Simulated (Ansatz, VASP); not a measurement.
**Sc: VASP beside Ansatz**

```xyz
1
Lattice="2.7762 0.0000 0.0000 0.0000 2.7762 0.0000 0.0000 0.0000 2.7762" Properties=species:S:1:pos:R:3 pbc="T T T"
Sc    0.0000    0.0000    0.0000
```

Alike in both runs: task single point; functional LDA; k mesh 12 × 12 × 12; occupations fermi-dirac, width 0.1 eV; no spin polarisation.

|  | VASP | Ansatz |
| --- | --- | --- |
| version | VASP 6.6.1 | Ansatz 0.2.0 |
| potentials or method | VASP PAW LDA potentials, release 64 (Sc_sv), cutoff 520 eV | plane waves (420 eV) with PAW, scalar-relativistic |
| valence electrons in the cell | 11 | 11 |

```tsv
	VASP	Ansatz	Ansatz less VASP
pressure (GPa)	3.7	3.6	-0.09
```

Ansatz warns that its potentials were made for another functional, while VASP's fit it. LDA's correlation is that of Perdew and Zunger in VASP and of Perdew and Wang (1992) in Ansatz.
